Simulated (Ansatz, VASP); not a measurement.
# Two plane-wave programs on HfO2

The input INCAR:

```
SYSTEM = HfO2
ALGO     = Normal         ! electronic algorithm
EDIFF    = 1E-6           ! SCF threshold, eV
ENCUT    = 600            ! plane-wave cutoff, eV
GGA      = PS             ! functional
GGA_COMPAT= .False.      
ISIF     = 2              ! what is computed and relaxed
ISMEAR   = 0              ! smearing method
LASPH    = .True.         ! aspherical terms in the spheres
LCHARG   = .False.        ! write CHGCAR
LREAL    = .False.        ! projectors in reciprocal space
LWAVE    = .False.        ! write WAVECAR
NBANDS   = 31             ! bands
NELM     = 120            ! most SCF steps
PREC     = Accurate       ! precision mode
SIGMA    = 0.02           ! smearing width, eV
```

Contents of KPOINTS:

```
k-points
0
Gamma
  6 6 4
  0 0 0
```

Contents of POSCAR:

```
HfO2
1.0
    3.6113892850      0.0000000000      0.0000000000
    0.0000000000      3.6113892850      0.0000000000
    0.0000000000      0.0000000000      5.0201276420
Hf O
2 4
Direct
    0.5000000000      0.5000000000      0.5000000000
    0.0000000000      0.0000000000      0.0000000000
    0.0000000000      0.5000000000      0.6972080000
    0.5000000000      0.0000000000      0.8027920000
    0.5000000000      0.0000000000      0.3027920000
    0.0000000000      0.5000000000      0.1972080000
```

Input for Ansatz:

```yaml
crystal:
  lattice:
    - [3.6113892849999996, 0.0, 0.0]
    - [0.0, 3.6113892849999996, 0.0]
    - [0.0, 0.0, 5.020127642019948]
  atoms:
    - { symbol: Hf, position: [0.5, 0.5, 0.5] }
    - { symbol: Hf, position: [0.0, 0.0, 0.0] }
    - { symbol: O, position: [0.0, 0.5, 0.697208] }
    - { symbol: O, position: [0.5, 0.0, 0.802792] }
    - { symbol: O, position: [0.5, 0.0, 0.302792] }
    - { symbol: O, position: [0.0, 0.5, 0.197208] }
basis:
  ecutwfc: 550.0
kpoints:
  mp_grid:
    grid: [6, 6, 4]
hamiltonian:
  xc: pbesol
  pseudopotentials:
    kind: paw
scf:
  occupations:
    method: gaussian
    width: 0.02
output:
  stress: true
```

Alike in both runs: task single point; functional PBEsol; k mesh 6 × 6 × 4; occupations gaussian, width 0.02 eV; no spin polarisation.

|  | VASP | Ansatz |
| --- | --- | --- |
| version | VASP 6.6.1 | Ansatz 0.2.0 |
| potentials or method | VASP PAW PBE potentials, release 64 (Hf_pv, O), cutoff 600 eV | plane waves, PAW |
| valence electrons in the cell | 44 | 76 |

Ansatz gave:

* pressure (GPa): 0.9
* traceless stress, the component that is largest in VASP (GPa): 10.25

Problem. What did VASP give for the same quantities?

Solution. Pressure (GPa): -2.6; traceless stress, the component that is largest in VASP (GPa): 10.51.

VASP's potentials were made for PBE, not for PBEsol. VASP's potentials hold 44 valence electrons a cell and Ansatz's 76, so a difference there can come from the potentials and not from the codes.

Neither program's run includes spin-orbit coupling.
